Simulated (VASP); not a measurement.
A run of VASP 6.6.1 is set up as follows.

The input INCAR:

```
PREC = Accurate ; ENCUT = 520
EDIFF = 1E-6 ; ISMEAR = 1
SIGMA = 0.1 ; LREAL = False
LASPH = True ; NELM = 60
ALGO = Normal ; ISIF = 2
LWAVE = False ; LCHARG = False
GGA = CA ; NBANDS = 27
```

File KPOINTS:

```
Automatic mesh
0
Gamma
  6 6 6
```

POSCAR

```
Cu3Sb
1.0
    3.8973400000      0.0000000000      0.0000000000
    0.0000000000      3.8973400000      0.0000000000
    0.0000000000      0.0000000000      3.8973400000
Cu Sb
3 1
Direct
    0.5000000000      0.5000000000      0.0000000000
    0.5000000000      0.0000000000      0.5000000000
    0.0000000000      0.5000000000      0.5000000000
    0.0000000000      0.0000000000      0.0000000000
```

Potentials or basis: VASP PAW LDA potentials, release 64 (Cu, Sb).

Launch:

```sh
$ cat potpaw_LDA.64/Cu/POTCAR potpaw_LDA.64/Sb/POTCAR > POTCAR
$ mpirun -np 1 vasp_std > vasp.out
```

(1) Estimate the pressure.

(2) What does it give for the band gap on the k mesh?

Results:

(1) -8.3 GPa.

(2) zero (band 19 reaches 9.59 eV, above the bottom of band 20 at 7.30 eV).

Caveat: spin-orbit coupling is left out, which moves the levels of the heavy elements.
